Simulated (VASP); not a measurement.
## BN: single point with r2SCAN

The system is BN, a wire with vacuum.

```
B N
1.0
     9.00000    0.00000    0.00000
     0.00000    9.30000    0.00000
     0.00000    0.00000    2.60691
B N
1 1
Direct
  0.50000 0.50000 0.00000
  0.50000 0.50000 0.50000
```

| Property | Result |
| --- | --- |
| Program | VASP 6.6.1 |
| Task | single point |
| Functional | r2SCAN |
| Potentials or basis | VASP PAW PBE potentials, release 64 (B, N) |
| Cutoff | 520 eV |
| k mesh | 1 × 1 × 23 |
| Occupations | gaussian, width 0.05 eV |
| Spin | collinear spin, ferromagnetic start |
| Starting moments | [0.5, 0.5] μB |
| Dipole correction | no |
| Further INCAR settings | ALGO = Normal; EDIFF = 1e-06; NBANDS = 15 |

The band gap on the k mesh is 4.72 eV. The net moment is 0.00 μB per cell and the valence electrons inside the program's atomic spheres are B 2.23; N 4.06.

Levels at points of the mesh, in eV from the valence-band top:
Spin up:
```tsv
k point	band 1	band 2	band 3	band 4	band 5	band 6	band 7	band 8	band 9
(0.00, 0.00, 0.00)	-16.07	-7.00	-3.39	-3.39	5.88	7.85	7.94	7.98	8.05
```
Spin down:
| k point | band 2 | band 3 | band 4 | band 5 | band 6 | band 7 |
| --- | --- | --- | --- | --- | --- | --- |
| (0.00, 0.00, 0.00) | -7.00 | -3.39 | -3.39 | 5.88 | 7.85 | 7.94 |

Run time: 4.3 min on 1 thread of Intel(R) Xeon(R) 6975P-C (Granite Rapids), with other jobs on the host, peak memory 0.45 GiB.
